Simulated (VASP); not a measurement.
# Na7BF8 (a cell with a defect) in VASP: single point with PBEsol

Aim: the single point of Na7BF8 (a cell with a defect) with PBEsol.

Everything below comes from runs of VASP 6.6.1. Logs are shortened: lines on timing, memory, paths and dates and some standing lists are left out, and cuts for length are marked.

## (1) The cell of the first run

The cell holds a defect, 16 atoms: a = 9.260 Å, b = 4.630 Å, c = 4.630 Å, α = 90.00°, β = 90.00°, γ = 90.00°.

## (2) Single point, PBEsol

INCAR reads:

```
SYSTEM = Na7BF8
  PREC = Accurate
  ENCUT = 520
  EDIFF = 1E-6
  ISMEAR = -1
  SIGMA = 0.05
  LREAL = Auto
  LASPH = .True.
  NELM = 80
  ALGO = Normal
  ISIF = 2
  LWAVE = .False.
  LCHARG = .True.
  GGA = PS
  LELF = .True.
  LVHAR = .True.
  NBANDS = 68
```

KPOINTS reads:

```
Automatic mesh
0
Gamma
  2 2 2
  0.5 0.5 0.5
```

POSCAR reads:

```
Na7BF8
1.0
    9.2600000000      0.0000000000      0.0000000000
    0.0000000000      4.6300000000      0.0000000000
    0.0000000000      0.0000000000      4.6300000000
F Na B
8 7 1
Direct
    0.2597790000      0.0031410000      0.9941440000
    0.7454850000      0.9975810000      0.0000590000
    0.9980290000      0.4983450000      0.0015450000
    0.5046510000      0.5135400000      0.9858810000
    0.9989590000      0.0029910000      0.4971140000
    0.5011560000      0.0047000000      0.4948590000
    0.2549070000      0.5006350000      0.4999970000
    0.7478500000      0.5013930000      0.4948930000
    0.9984040000      0.0015640000      0.9783560000
    0.4975650000      0.0046850000      0.9916460000
    0.2461210000      0.4849350000      0.0035660000
    0.7512180000      0.5001620000      0.9970240000
    0.2497080000      0.0108900000      0.4916220000
    0.7459970000      0.0018410000      0.5050830000
    0.9963900000      0.5038210000      0.4989070000
    0.5021840000      0.4927410000      0.5093690000
```

Potentials or basis: VASP PAW PBE potentials, release 64 (F, Na_pv, B).

Launch:

```console
$ cat potpaw_PBE.64/F/POTCAR potpaw_PBE.64/Na_pv/POTCAR potpaw_PBE.64/B/POTCAR > POTCAR
$ mpirun -np 1 vasp_std > vasp.out
```

OUTCAR:

```text
SYSTEM = Na7BF8
   PREC = Accurate
   ENCUT = 520
   EDIFF = 1E-6
   ISMEAR = -1
   LREAL = Auto
   LASPH = .True.
   NELM = 80
   ISIF = 2
   GGA = PS

 ion  position               nearest neighbor table
   1  0.260  0.003  0.994-  10 2.20  11 2.23  13 2.31  13 2.33
   2  0.745  0.998  0.000-  14 2.29  10 2.30  12 2.30  12 2.33  14 2.34   9 2.34
   3  0.998  0.498  0.002-  12 2.29  11 2.30   9 2.30  15 2.30  15 2.33   9 2.33
   4  0.505  0.514  0.986-  10 2.28  12 2.28
   5  0.999  0.003  0.497-   9 2.23  15 2.31  15 2.32  13 2.32  14 2.34
   6  0.501  0.005  0.495-  14 2.27  10 2.30  13 2.33  10 2.33
   7  0.255  0.501  0.500-  13 2.27  11 2.30  11 2.33
   8  0.748  0.501  0.495-  15 2.30  12 2.31  14 2.31  14 2.32  12 2.33
   9  0.998  0.002  0.978-   5 2.23   3 2.30   3 2.33   2 2.34
  10  0.498  0.005  0.992-   1 2.20   4 2.28   2 2.30   6 2.30   6 2.33
  11  0.246  0.485  0.004-   1 2.23   3 2.30   7 2.30   7 2.33
  12  0.751  0.500  0.997-   4 2.28   3 2.29   2 2.30   8 2.31   8 2.33   2 2.33
  13  0.250  0.011  0.492-   7 2.27   1 2.31   5 2.32   6 2.33   1 2.33
  14  0.746  0.002  0.505-   6 2.27   2 2.29   8 2.31   8 2.32   2 2.34   5 2.34
  15  0.996  0.504  0.499-   8 2.30   3 2.30   5 2.31   5 2.32   3 2.33
  16  0.502  0.493  0.509-

  LATTYP: Found a simple tetragonal cell.
 ALAT       =     4.6300000000
 C/A-ratio  =     2.0000000000

  Lattice vectors:

 A1 = (   0.0000000000,   4.6300000000,   0.0000000000)
 A2 = (   0.0000000000,   0.0000000000,   4.6300000000)
 A3 = (   9.2600000000,   0.0000000000,   0.0000000000)

Analysis of symmetry for initial positions (statically):
=====================================================================
 Subroutine PRICEL returns:
 Original cell was already a primitive cell.

 Routine SETGRP: Setting up the symmetry group for a
 simple tetragonal supercell.

 Subroutine GETGRP returns: Found  1 space group operations
 (whereof  1 operations were pure point group operations)
 out of a pool of 16 trial point group operations.

The static configuration has the point symmetry C_1 .

Analysis of symmetry for dynamics (positions and initial velocities):
=====================================================================
 Subroutine PRICEL returns:
 Original cell was already a primitive cell.

 Routine SETGRP: Setting up the symmetry group for a
 simple tetragonal supercell.

 Subroutine GETGRP returns: Found  1 space group operations
 (whereof  1 operations were pure point group operations)
 out of a pool of 16 trial point group operations.

The dynamic configuration has the point symmetry C_1 .

 Subroutine INISYM returns: Found  1 space group operations
 (whereof  1 operations are pure point group operations),
 and found     1 'primitive' translations

----------------------------------------------------------------------------------------

                                     Primitive cell

  volume of cell :     198.5057

  direct lattice vectors                    reciprocal lattice vectors
     9.260000000  0.000000000  0.000000000     0.107991361  0.000000000  0.000000000
     0.000000000  4.630000000  0.000000000     0.000000000  0.215982721  0.000000000
     0.000000000  0.000000000  4.630000000     0.000000000  0.000000000  0.215982721

  length of vectors
     9.260000000  4.630000000  4.630000000     0.107991361  0.215982721  0.215982721

  position of ions in fractional coordinates (direct lattice)
     0.259779000  0.003141000  0.994144000
     0.745485000  0.997581000  0.000059000
     0.998029000  0.498345000  0.001545000
     0.504651000  0.513540000  0.985881000
     0.998959000  0.002991000  0.497114000
     0.501156000  0.004700000  0.494859000
[... 8 lines left out ...]
     0.996390000  0.503821000  0.498907000
     0.502184000  0.492741000  0.509369000

  ion indices of the primitive-cell ions
   primitive index   ion index
                 1           1
                 2           2
                 3           3
                 4           4
                 5           5
                 6           6
[... 8 lines left out ...]
                15          15
                16          16

----------------------------------------------------------------------------------------

 KPOINTS: Automatic mesh

Automatic generation of k-mesh.
 Grid dimensions read from file:
 generate k-points for:    2    2    2

 Generating k-lattice:

  Cartesian coordinates                     Fractional coordinates (reciprocal lattice)
     0.053995680  0.000000000  0.000000000     0.500000000  0.000000000  0.000000000
     0.000000000  0.107991361  0.000000000     0.000000000  0.500000000  0.000000000
     0.000000000  0.000000000  0.107991361     0.000000000  0.000000000  0.500000000

  Length of vectors
     0.053995680  0.107991361  0.107991361

  Shift w.r.t. Gamma in fractional coordinates (k-lattice)
     0.500000000  0.500000000  0.500000000

 Subroutine IBZKPT returns following result:
 ===========================================

 Found      4 irreducible k-points:

 Following reciprocal coordinates:
            Coordinates               Weight
  0.250000  0.250000  0.250000      2.000000
  0.250000 -0.250000  0.250000      2.000000
  0.250000 -0.250000 -0.250000      2.000000
  0.250000  0.250000 -0.250000      2.000000
   k-points           NKPTS =      4   k-points in BZ     NKDIM =      4   number of bands    NBANDS=     68
   number of dos      NEDOS =    301   number of ions     NIONS =     16
   total plane-waves  NPLWV =  90720
   dimension x,y,z NGX =    70 NGY =   36 NGZ =   36
   dimension x,y,z NGXF=   140 NGYF=   72 NGZF=   72
   ions per type =               8   7   1
   NGX,Y,Z   is equivalent  to a cutoff of  12.57, 12.93, 12.93 a.u.
   NGXF,Y,Z  is equivalent  to a cutoff of  25.13, 25.85, 25.85 a.u.
 SYSTEM =  Na7BF8
   PREC   = accura    normal or accurate (medium, high low for compatibility)
   ISTART =      0    job   : 0-new  1-cont  2-samecut
   ICHARG =      2    charge: 1-file 2-atom 10-const
   ISPIN  =      1    spin polarized calculation?
   LNONCOLLINEAR =      F non collinear calculations
   LSORBIT =      F    spin-orbit coupling
   LASPH  =      T    aspherical Exc in radial PAW
   ENCUT  =  520.0 eV  38.22 Ry    6.18 a.u.  17.22  8.61  8.61*2*pi/ulx,y,z
   NELM   =     80;   NELMIN=  2; NELMDL= -5     # of ELM steps
   EDIFF  = 0.1E-05   stopping-criterion for ELM
   LREAL  =      T    real-space projection
   EDIFFG = 0.1E-04   stopping-criterion for IOM
   NSW    =      0    number of steps for IOM
   IBRION =     -1    ionic relax: 0-MD 1-quasi-New 2-CG
   NFREE  =      0    steps in history (QN), initial steepest desc. (CG)
   ISIF   =      2    stress and relaxation
   ISYM   =      2    0-nonsym 1-usesym 2-fastsym
   POTIM  = 0.5000    time-step for ionic-motion
   TEBEG  =    0.0;   TEEND  =   0.0 temperature during run
   PSTRESS=    0.0 pullay stress
   NELECT =     108.0000    total number of electrons
   NUPDOWN=      -1.0000    fix difference up-down
   EMIN   =  10.00;   EMAX   =-10.00  energy-range for DOS
   EFERMI =   0.00;   METHOD = LEGACY
   ISMEAR =    -1;   SIGMA  =   0.05  broadening in eV -4-tet -1-fermi 0-gaus
   EFERMI_NEDOS =   21; number of points for ismear=-14 and -15
   IALGO  =     38    algorithm
   IMIX   =      4    mixing-type and parameters
     AMIX     =   0.40;   BMIX     =  1.00
     AMIX_MAG =   1.60;   BMIX_MAG =  1.00
  volume/ion in A,a.u.               =      12.41        83.72
  Fermi-wavevector in a.u.,A,eV,Ry     =   1.336468  2.525558 24.301986  1.786146
  Thomas-Fermi vector in A             =   2.465092
   LORBIT       =      0    0 simple, 1 ext, 2 COOP (PROOUT), +10 PAW based schemes
   GGA     = PS    functional components
   LHFCALC =     F    Hartree Fock is set to
   AEXX    =    0.0000 exact exchange contribution
   IVDW    =     0    specifies the selected vdW correction
   LEPSILON=     F    determine dielectric tensor
   LRPA    =     F    only Hartree local field effects (RPA)
 non-spin polarized calculation
  energy-cutoff  :      520.00
  volume of cell :      198.51
 maximum number of plane-waves:      5343
 NGX is ok and might be reduce to    70
   NGX = 35   NGY = 17   NGZ = 17

 number of electron     108.0000035 magnetization

 Free energy of the ion-electron system (eV)
  ---------------------------------------------------
  ext. energy  EPLUGINS =         0.00000000
  ---------------------------------------------------
  free energy    TOTEN  =       -68.76366448 eV

  energy without entropy =      -68.76366448  energy(sigma->0) =      -68.76366448

 E-fermi :   1.2950     XC(G=0):  -9.3967

 val. band max:       -0.0012001381   @ k =   0.2500  -0.2500  -0.2500
 cond. band min:       4.2931661032   @ k =   0.2500  -0.2500  -0.2500
 fundamental gap:      4.2943662413
 Fermi energy:         1.2949568504

 k-point     1 :       0.2500    0.2500    0.2500
  band No.  band energies     occupation
      1     -21.8774      2.00000
      2     -21.8374      2.00000
      3     -21.7265      2.00000
      4     -21.6569      2.00000
      5     -21.5929      2.00000
      6     -21.5279      2.00000
[... 58 lines left out ...]
     65      10.5724      0.00000
     66      10.7433      0.00000

 k-point     2 :       0.2500   -0.2500    0.2500
  band No.  band energies     occupation
      1     -21.8782      2.00000
      2     -21.8367      2.00000
      3     -21.7260      2.00000
      4     -21.6568      2.00000
      5     -21.5945      2.00000
      6     -21.5272      2.00000
[... 58 lines left out ...]
     65      10.5792      0.00000
     66      10.7388      0.00000

 k-point     3 :       0.2500   -0.2500   -0.2500
  band No.  band energies     occupation
      1     -21.8774      2.00000
      2     -21.8373      2.00000
      3     -21.7264      2.00000
      4     -21.6565      2.00000
      5     -21.5948      2.00000
      6     -21.5267      2.00000
[... 58 lines left out ...]
     65      10.5720      0.00000
     66      10.7628      0.00000

 k-point     4 :       0.2500    0.2500   -0.2500
  band No.  band energies     occupation
      1     -21.8785      2.00000
      2     -21.8365      2.00000
      3     -21.7262      2.00000
      4     -21.6565      2.00000
      5     -21.5936      2.00000
      6     -21.5269      2.00000
[... 58 lines left out ...]
     65      10.5710      0.00000
     66      10.7626      0.00000
 [bands above 66 left out]

------------------------ aborting loop because EDIFF is reached ----------------------------------------

  FORCE on cell =-STRESS in cart. coord.  units (eV):
  Direction    XX          YY          ZZ          XY          YZ          ZX
  --------------------------------------------------------------------------------------
  -------------------------------------------------------------------------------------
  Total       -0.2612238     -1.3374191     -1.4586435     -0.0729875     -0.0836978     -0.0386243
  in kB       -2.1083869    -10.7945646    -11.7729900     -0.5890962     -0.6755406     -0.3117439
  external PRESSURE =      -8.2253138 kB  Pullay stress =       0.0000000 kB

 VOLUME and BASIS-vectors are now :
 -----------------------------------------------------------------------------
  energy-cutoff  :      520.00
  volume of cell :      198.51
      direct lattice vectors                 reciprocal lattice vectors
     9.260000000  0.000000000  0.000000000     0.107991361  0.000000000  0.000000000
     0.000000000  4.630000000  0.000000000     0.000000000  0.215982721  0.000000000
     0.000000000  0.000000000  4.630000000     0.000000000  0.000000000  0.215982721

 POSITION                                       TOTAL-FORCE (eV/Angst)
 -----------------------------------------------------------------------------------
      2.40555      0.01454      4.60289        -0.555095     -0.111287     -0.004337
      6.90319      4.61880      0.00027         0.287435      0.079909     -0.040948
      9.24175      2.30734      0.00715         0.077593      0.034877     -0.097970
      4.67307      2.37769      4.56463        -0.145253     -0.280464     -0.424253
      9.25036      0.01385      2.30164         0.032133      0.003132     -0.123793
      4.64070      0.02176      2.29120        -0.065446      0.196076      0.073378
[... 8 lines left out ...]
      9.22657      2.33269      2.30994         0.072120     -0.005270     -0.057170
      4.65022      2.28139      2.35838        -0.000575      0.056181      0.181936
 -----------------------------------------------------------------------------------
    total drift:                               -0.002206     -0.000685     -0.005686

  FREE ENERGIE OF THE ION-ELECTRON SYSTEM (eV)
  ---------------------------------------------------
  free  energy   TOTEN  =       -68.7636644782 eV

  energy  without entropy=      -68.7636644781  energy(sigma->0) =      -68.76366448
```

Wall time 3.5 min (1 thread of AMD EPYC 7R43 (Zen 3), shared host); peak memory 0.25 GiB.

What came out:

```
Free energy            : -68.7637 eV
Pressure               : -0.8 GPa
Largest force          : 0.566 eV/Å
Band gap on the k mesh : 4.29 eV
```

Forces on the atoms (eV/Å):
```
F   -0.555 -0.111 -0.004
F    0.287  0.080 -0.041
F    0.078  0.035 -0.098
F   -0.145 -0.280 -0.424
F    0.032  0.003 -0.124
F   -0.065  0.196  0.073
F   -0.293  0.043  0.042
F    0.142 -0.032  0.123
Na   0.005 -0.055  0.340
Na   0.188 -0.011  0.108
Na   0.374  0.339 -0.063
Na  -0.260  0.009  0.072
Na   0.262 -0.229  0.044
Na  -0.122 -0.037 -0.172
Na   0.072 -0.005 -0.057
B   -0.001  0.056  0.182
```

Levels at points of the mesh, in eV from the valence-band top:
```
           k point  band 51  band 52  band 53  band 54  band 55  band 56  band 57  band 58
(0.25, 0.25, 0.25)    -2.40    -2.36    -2.32     0.00     4.29     4.36     4.55     5.86
```

Caveat: the k points lie up to 0.68 Å⁻¹ apart; the PAW data sets were made with another functional, which shifts forces and pressure a little.
